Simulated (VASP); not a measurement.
# SiC (P6_3mc) in VASP: dielectric tensor with PBE

Aim: the dielectric tensor of SiC with PBE.

Everything below comes from runs of VASP 6.6.1. Logs are shortened: lines on timing, memory, paths and dates and some standing lists are left out, and cuts for length are marked.

## 1. The cell of the first run

It takes space group P6_3mc (No. 186, hexagonal). Conventional cell: a = 3.076 Å, b = 3.076 Å, c = 5.047 Å, α = 90.00°, β = 90.00°, γ = 120.00°. Within 2.5 Å of Si (site symmetry 3m) lie 4 C at 1.88 to 1.90 Å. C (site symmetry 3m) has 4 Si at 1.88 to 1.90 Å within 2.5 Å.

## 2. Dielectric tensor, PBE

Input file INCAR:

```
ALGO     = Normal         # electronic algorithm
EDIFF    = 1E-8           # SCF threshold, eV
ENCUT    = 520            # plane-wave cutoff, eV
GGA      = PE             # functional
GGA_COMPAT= F            
ISIF     = 2              # what is computed and relaxed
ISMEAR   = 0              # smearing method
LASPH    = T              # aspherical terms in the spheres
LCHARG   = F              # write CHGCAR
LEPSILON = T              # dielectric tensor by DFPT
LREAL    = F              # projectors in reciprocal space
LWAVE    = F              # write WAVECAR
NELM     = 120            # most SCF steps
PREC     = Accurate       # precision mode
SIGMA    = 0.01           # smearing width, eV
```

Input file KPOINTS:

```
k-points
0
Gamma
  8 8 4
```

Input file POSCAR:

```
SiC
1.0
    3.0761925635      0.0000000000      0.0000000000
   -1.5380962818      2.6640609069      0.0000000000
    0.0000000000      0.0000000000      5.0473680302
Si C
2 2
Direct
    0.3333333333      0.6666666667      0.0045848965
    0.6666666667      0.3333333333      0.5045848965
    0.3333333333      0.6666666667      0.3804151035
    0.6666666667      0.3333333333      0.8804151035
```

Potentials or basis: VASP PAW PBE potentials, release 64 (Si, C).

On the command line:

```bash
> cat potpaw_PBE.64/Si/POTCAR potpaw_PBE.64/C/POTCAR > POTCAR
> mpirun -np 1 vasp_std > vasp.out
```

OUTCAR:

```text
EDIFF = 1E-8
   ENCUT = 520
   GGA = PE
   ISIF = 2
   ISMEAR = 0
   LASPH = T
   LEPSILON = T
   LREAL = F
   NELM = 120
   PREC = Accurate

 ion  position               nearest neighbor table
   1  0.333  0.667  0.005-   4 1.88   4 1.88   4 1.88   3 1.90   2 3.09   2 3.09   2 3.09   2 3.09
                             2 3.09   2 3.09
   2  0.667  0.333  0.505-   3 1.88   3 1.88   3 1.88   4 1.90   1 3.09   1 3.09   1 3.09   1 3.09
                             1 3.09   1 3.09
   3  0.333  0.667  0.380-   2 1.88   2 1.88   2 1.88   1 1.90
   4  0.667  0.333  0.880-   1 1.88   1 1.88   1 1.88   2 1.90

  LATTYP: Found a hexagonal cell.
 ALAT       =     3.0761925635
 C/A-ratio  =     1.6407841596

  Lattice vectors:

 A1 = (   3.0761925635,   0.0000000000,   0.0000000000)
 A2 = (  -1.5380962818,   2.6640609069,   0.0000000000)
 A3 = (   0.0000000000,   0.0000000000,   5.0473680302)

Analysis of symmetry for initial positions (statically):
=====================================================================
 Subroutine PRICEL returns:
 Original cell was already a primitive cell.

 Routine SETGRP: Setting up the symmetry group for a
 hexagonal supercell.

 Subroutine GETGRP returns: Found 12 space group operations
 (whereof  6 operations were pure point group operations)
 out of a pool of 24 trial point group operations.

The static configuration has the point symmetry C_3v.
 The point group associated with its full space group is C_6v.

Analysis of symmetry for dynamics (positions and initial velocities):
=====================================================================
 Subroutine PRICEL returns:
 Original cell was already a primitive cell.

 Routine SETGRP: Setting up the symmetry group for a
 hexagonal supercell.

 Subroutine GETGRP returns: Found 12 space group operations
 (whereof  6 operations were pure point group operations)
 out of a pool of 24 trial point group operations.

The dynamic configuration has the point symmetry C_3v.
 The point group associated with its full space group is C_6v.

 Subroutine INISYM returns: Found 12 space group operations
 (whereof  6 operations are pure point group operations),
 and found     1 'primitive' translations

----------------------------------------------------------------------------------------

                                     Primitive cell

  volume of cell :      41.3640

  direct lattice vectors                    reciprocal lattice vectors
     3.076192563  0.000000000  0.000000000     0.325077179  0.187683397  0.000000000
    -1.538096282  2.664060907  0.000000000     0.000000000  0.375366793  0.000000000
     0.000000000  0.000000000  5.047368030     0.000000000  0.000000000  0.198123060

  length of vectors
     3.076192563  3.076192564  5.047368030     0.375366793  0.375366793  0.198123060

  position of ions in fractional coordinates (direct lattice)
     0.333333333  0.666666667  0.004584896
     0.666666667  0.333333333  0.504584896
     0.333333333  0.666666667  0.380415103
     0.666666667  0.333333333  0.880415103

  ion indices of the primitive-cell ions
   primitive index   ion index
                 1           1
                 2           2
                 3           3
                 4           4

----------------------------------------------------------------------------------------

 KPOINTS: k-points

Automatic generation of k-mesh.
 Grid dimensions read from file:
 generate k-points for:    8    8    4

 Generating k-lattice:

  Cartesian coordinates                     Fractional coordinates (reciprocal lattice)
     0.040634647  0.023460425  0.000000000     0.125000000  0.000000000  0.000000000
     0.000000000  0.046920849  0.000000000     0.000000000  0.125000000  0.000000000
     0.000000000  0.000000000  0.049530765     0.000000000  0.000000000  0.250000000

  Length of vectors
     0.046920849  0.046920849  0.049530765

  Shift w.r.t. Gamma in fractional coordinates (k-lattice)
     0.000000000  0.000000000  0.000000000

 Subroutine IBZKPT returns following result:
 ===========================================

 Found     30 irreducible k-points:

 Following reciprocal coordinates:
            Coordinates               Weight
  0.000000  0.000000  0.000000      1.000000
  0.125000  0.000000  0.000000      6.000000
  0.250000  0.000000  0.000000      6.000000
  0.375000  0.000000  0.000000      6.000000
  0.500000  0.000000  0.000000      3.000000
[... 56 lines left out ...]
   IMIX   =      4    mixing-type and parameters
     AMIX     =   0.40;   BMIX     =  1.00
     AMIX_MAG =   1.60;   BMIX_MAG =  1.00
  volume/ion in A,a.u.               =      10.34        69.78
  Fermi-wavevector in a.u.,A,eV,Ry     =   1.192817  2.254098 19.358549  1.422813
  Thomas-Fermi vector in A             =   2.328847
   LORBIT       =      0    0 simple, 1 ext, 2 COOP (PROOUT), +10 PAW based schemes
   GGA     = PE    functional components
   LHFCALC =     F    Hartree Fock is set to
   AEXX    =    0.0000 exact exchange contribution
   IVDW    =     0    specifies the selected vdW correction
   LEPSILON=     T    determine dielectric tensor
   LRPA    =     F    only Hartree local field effects (RPA)
 non-spin polarized calculation
 Gauss-broadening in eV      SIGMA  =   0.01
  energy-cutoff  :      520.00
  volume of cell :       41.36
 maximum number of plane-waves:      1132
 NGX is ok and might be reduce to    24
   NGX = 11   NGY = 11   NGZ = 19

--------------------------------------- Ionic step        1  -------------------------------------------

 number of electron      15.9999999 magnetization

 E-fermi :   8.3571     XC(G=0): -11.3501

 val. band max:        8.2596845247   @ k =   0.0000   0.0000   0.0000
 cond. band min:      10.7884454880   @ k =   0.3750   0.2500   0.0000
 fundamental gap:      2.5287609633
 Fermi energy:         8.3570973592

 k-point     1 :       0.0000    0.0000    0.0000
  band No.  band energies     occupation
      1      -7.3094      2.00000
      2      -3.7409      2.00000
      3      -0.4372      2.00000
      4       6.9417      2.00000
      5       6.9417      2.00000
      6       8.1496      2.00000
      7       8.2597      2.00000
      8       8.2597      2.00000
      9      13.0601      0.00000
     10      14.4729      0.00000
     11      14.9235      0.00000
     12      14.9235      0.00000
[... 331 lines left out ...]
 k-point    24 :       0.3750    0.0000    0.5000
  band No.  band energies     occupation
      1      -3.9433      2.00000
      2      -3.9433      2.00000
      3       1.1955      2.00000
      4       1.1955      2.00000
      5       5.6489      2.00000
      6       5.6489      2.00000
      7       6.0113      2.00000
      8       6.0113      2.00000
      9      11.8483      0.00000
     10      11.8483      0.00000
     11      14.2015      0.00000
     12      14.2015      0.00000

 [... further k-points ...]

  FORCE on cell =-STRESS in cart. coord.  units (eV):
  Direction    XX          YY          ZZ          XY          YZ          ZX
  --------------------------------------------------------------------------------------
  -------------------------------------------------------------------------------------
  Total        0.8660347      0.8660347      0.8713599     -0.0000000      0.0000000     -0.0000000
  in kB       33.5446470     33.5446470     33.7509106     -0.0000000      0.0000000     -0.0000000
  external PRESSURE =      33.6134016 kB  Pullay stress =       0.0000000 kB

 VOLUME and BASIS-vectors are now :
 -----------------------------------------------------------------------------
  energy-cutoff  :      520.00
  volume of cell :       41.36
      direct lattice vectors                 reciprocal lattice vectors
     3.076192563  0.000000000  0.000000000     0.325077179  0.187683397  0.000000000
    -1.538096282  2.664060907  0.000000000     0.000000000  0.375366793  0.000000000
     0.000000000  0.000000000  5.047368030     0.000000000  0.000000000  0.198123060

 POSITION                                       TOTAL-FORCE (eV/Angst)
 -----------------------------------------------------------------------------------
     -0.00000      1.77604      0.02314        -0.000000      0.000000     -0.001903
      1.53810      0.88802      2.54683         0.000000     -0.000000     -0.001903
     -0.00000      1.77604      1.92010         0.000000     -0.000000      0.001903
      1.53810      0.88802      4.44378        -0.000000      0.000000      0.001903
 -----------------------------------------------------------------------------------
    total drift:                               -0.000000     -0.000000     -0.000118

  FREE ENERGIE OF THE ION-ELECTRON SYSTEM (eV)
  ---------------------------------------------------
  free  energy   TOTEN  =       -30.1028205596 eV

  energy  without entropy=      -30.1028205596  energy(sigma->0) =      -30.10282056

 HEAD OF MICROSCOPIC STATIC DIELECTRIC TENSOR (INDEPENDENT PARTICLE, excluding Hartree and local field effects)
 ------------------------------------------------------
           7.262334    -0.000000     0.000000
          -0.000000     7.262334     0.000000
           0.000000    -0.000000     7.437403
 ------------------------------------------------------

 Free energy of the ion-electron system (eV)
  ---------------------------------------------------
  ---------------------------------------------------
  free energy    TOTEN  =        -0.74142024 eV

  energy without entropy =       -0.74142024

------------------------ aborting loop because EDIFF is reached ----------------------------------------

--------------------------------------- Ionic step        2  -------------------------------------------

------------------------ aborting loop because EDIFF is reached ----------------------------------------

--------------------------------------- Ionic step        3  -------------------------------------------

 Free energy of the ion-electron system (eV)
  ---------------------------------------------------
  ---------------------------------------------------
  free energy    TOTEN  =        -0.76351475 eV

  energy without entropy =       -0.76351475

------------------------ aborting loop because EDIFF is reached ----------------------------------------

 PIEZOELECTRIC TENSOR FIELD DIRECTION 3  (e Angst)
 -----------------------------------------------------------------------------
     1.22090 -0.00000 -0.00000           (  0.06205 -0.00000 -0.00000)
    -0.00000  1.22090  0.00000           ( -0.00000  0.06205  0.00000)
    -0.00000 -0.00000 -2.11060           ( -0.00000  0.00000 -0.11936)

 PIEZOELECTRIC TENSOR FIELD DIRECTION 3  (C/m^2)
 -----------------------------------------------------------------------------
     0.47290 -0.00000 -0.00000
    -0.00000  0.47290  0.00000
    -0.00000 -0.00000 -0.81751

 MACROSCOPIC STATIC DIELECTRIC TENSOR (including local field effects in DFT)
 ------------------------------------------------------
           7.019641    -0.000000     0.000000
          -0.000000     7.019641     0.000000
           0.000000     0.000000     7.210261
 ------------------------------------------------------

 PIEZOELECTRIC TENSOR (including local field effects)  for field in x, y, z        (e  Angst)
          XX          YY          ZZ          XY          YZ          ZX
  --------------------------------------------------------------------------------
  x    -0.00000    -0.00000     0.00000    -0.00000    -0.00000     1.53182
  y     0.00000     0.00000     0.00000     0.00000     1.53182    -0.00000
  z     1.22090     1.22090    -2.11060    -0.00000    -0.00000     0.00000

 PIEZOELECTRIC TENSOR (including local field effects)  for field in x, y, z        (C/m^2)
          XX          YY          ZZ          XY          YZ          ZX
  --------------------------------------------------------------------------------
  x    -0.00000    -0.00000     0.00000    -0.00000    -0.00000     0.59333
  y     0.00000     0.00000     0.00000     0.00000     0.59333    -0.00000
  z     0.47290     0.47290    -0.81751    -0.00000    -0.00000     0.00000

 BORN EFFECTIVE CHARGES (including local field effects) (in |e|, cummulative output)
 ---------------------------------------------------------------------------------
 ion    1
    1     2.66301    -0.00000     0.00000
    2    -0.00000     2.66301    -0.00000
    3     0.00000     0.00000     2.85415
 ion    2
    1     2.66301    -0.00000    -0.00000
    2    -0.00000     2.66301     0.00000
    3     0.00000     0.00000     2.85415
 ion    3
    1    -2.66301     0.00000     0.00000
    2     0.00000    -2.66301     0.00000
    3     0.00000    -0.00000    -2.85415
 ion    4
    1    -2.66301     0.00000    -0.00000
    2     0.00000    -2.66301     0.00000
    3    -0.00000     0.00000    -2.85415
```

It took 4.8 min on 1 thread of Intel Xeon 8259CL, shared host; peak memory 0.23 GiB.

What came out:

| Item | Value |
| --- | --- |
| Band gap on the k mesh | 2.53 eV (least direct gap 3.97 eV) |
| Electronic dielectric tensor (diagonal) | 7.02, 7.02, 7.21 |
| Born charges (mean of the diagonal) | Si +2.73; C -2.73 e |

Electronic dielectric tensor:
```
7.02 0.00 0.00
0.00 7.02 0.00
0.00 0.00 7.21
```

Born effective charge tensors (e):
atom 1, Si
```
2.66 0.00 0.00
0.00 2.66 0.00
0.00 0.00 2.85
```
atom 2, Si
```
2.66 0.00 0.00
0.00 2.66 0.00
0.00 0.00 2.85
```
atom 3, C
```
-2.66  0.00  0.00
 0.00 -2.66  0.00
 0.00  0.00 -2.85
```
atom 4, C
```
-2.66  0.00  0.00
 0.00 -2.66  0.00
 0.00  0.00 -2.85
```

A k mesh can miss the band edges.
